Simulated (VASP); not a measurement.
Crystal: Si5W.

```xyz
6
Lattice="5.2419 0.0000 0.0000 -2.6210 4.5396 0.0000 0.0000 0.0000 4.2194" Properties=species:S:1:pos:R:3 pbc="T T T"
Si    0.0000    3.0264    0.0000
Si    2.6210    1.5132    0.0000
Si    2.6210    0.0000    2.1097
Si    1.3105    2.2698    2.1097
Si   -1.3105    2.2698    2.1097
W     0.0000    0.0000    0.0000
```

```yaml
Program: VASP 6.6.1
Task: relaxation of cell and atoms
Functional: PBE
Potentials_or_basis: VASP PAW PBE potentials, release 64 (Si, W_sv)
Cutoff: 600 eV
k_mesh: 6 × 6 × 4
Occupations: gaussian, width 0.1 eV
Spin: no spin polarisation
```

At the start: pressure -11.4 GPa; volume 16.73 Å³/atom.

Problem. Where does the relaxation end?

Solution. Over 9 steps the energy falls by 237.2 meV/atom and the volume is 15.00 Å³/atom (-10.3 %); space group P6/mmm (No. 191, to 0.05 Å).

The path:
| step | energy change (eV) | largest force (eV/Å) | pressure (GPa) | volume (Å³) |
| --- | --- | --- | --- | --- |
| 1 | 0.0000 | 0.0000 | -11.43 | 100.41 |
| 2 | -0.7174 | 0.0000 | 4.52 | 83.95 |
| 3 | -0.7189 | 0.0000 | 3.30 | 84.76 |
| 4 | -1.1848 | 0.0000 | 7.18 | 83.51 |
| 5 | -1.2162 | 0.0000 | 8.92 | 83.12 |
| 6 | -1.4179 | 0.0000 | -0.76 | 90.82 |
| 7 | -1.4224 | 0.0000 | 0.39 | 89.77 |
| 8 | -1.4224 | 0.0000 | 0.21 | 89.91 |
| 9 | -1.4230 | 0.0000 | -0.14 | 90.03 |

Final structure:
```
Si W
1.0
     4.72645    0.00000    0.00000
    -2.36323    4.09323    0.00000
     0.00000    0.00000    4.65353
Si W
5 1
Direct
  0.33333 0.66667 0.00000
  0.66667 0.33333 0.00000
  0.50000 0.00000 0.50000
  0.50000 0.50000 0.50000
  0.00000 0.50000 0.50000
  0.00000 0.00000 0.00000
```

Caveat: the k points lie up to 0.34 Å⁻¹ apart in the final cell.
